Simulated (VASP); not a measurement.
Runs of VASP 6.6.1 on Ir3O2. The structure is that of space group P-3m1 (No. 164), or close to it. The cells are those of the table. 

```csv
task,cell,k mesh,cutoff (eV),gap on the mesh (eV),pressure (GPa),relaxed volume (Å³/atom),largest force (eV/Å)
single point,"a = 3.666, b = 3.666, c = 5.635 Å, angles 90.0, 90.0, 120.0°, 5 atoms",6 × 6 × 4,520,none,0.6,-,0.14
single point,"a = 3.670, b = 3.670, c = 5.627 Å, angles 90.0, 90.0, 120.0°, 5 atoms",12 × 12 × 8,520,none,0.6,-,0.16
relaxation of cell and atoms,"relaxed from a = 3.666, b = 3.666, c = 5.635 Å, angles 90.0, 90.0, 120.0°, 5 atoms",12 × 12 × 8,600,none,0.1,13.11,0.01
relaxation of cell and atoms,"relaxed from a = 3.424, b = 3.424, c = 5.328 Å, angles 90.0, 90.0, 120.0°, 5 atoms",6 × 6 × 4,600,none,0.0,(a),0.03
```

Alike in all rows: level PBE; potentials or basis VASP PAW PBE potentials, release 64 (Ir, O); no spin polarisation; smearing gaussian 0.1 eV.

Problem. Estimate the missing entries.

Solution. (a) 13.21.

Caveats: spin-orbit coupling is left out, which moves the levels of the heavy elements; an odd number of electrons without spin polarisation forces a metal; a magnetic or distorted state may lie lower; the volume moved by over 15 % at a fixed basis, so the end points are rough (some runs).

A k mesh can miss the band edges, and the runs leave out spin-orbit coupling on Ir.

A gap of «none» marks levels without a gap at the run's occupations.
